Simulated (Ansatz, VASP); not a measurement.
**CdSe in VASP and in Ansatz**

```xyz
2
Lattice="0.0000 2.9249 2.9249 2.9249 0.0000 2.9249 2.9249 2.9249 0.0000" Properties=species:S:1:pos:R:3 pbc="T T T"
Cd    0.0000    0.0000    0.0000
Se    2.9249    2.9249    2.9249
```

Alike in both runs: task single point; functional PBE; k mesh 12 × 12 × 12; occupations gaussian, width 0.1 eV; no spin polarisation.

|  | VASP | Ansatz |
| --- | --- | --- |
| version | VASP 6.6.1 | Ansatz 0.2.0 |
| potentials or method | VASP PAW PBE potentials, release 64 (Cd, Se), cutoff 520 eV | scalar-relativistic, plane waves, PAW |
| valence electrons in the cell | 18 | 36 |

```csv
,VASP,Ansatz,Ansatz less VASP
gap on the k mesh at the Fermi level (eV),none,none,-
pressure (GPa),-2.8,-3.0,-0.25
```

A gap of «none» marks a metal or a gap that the smearing closes. With one functional, cell and mesh, what is left measures potentials, basis and numerics. VASP's potentials hold 18 valence electrons a cell and Ansatz's 36, so a difference there can come from the potentials and not from the codes.
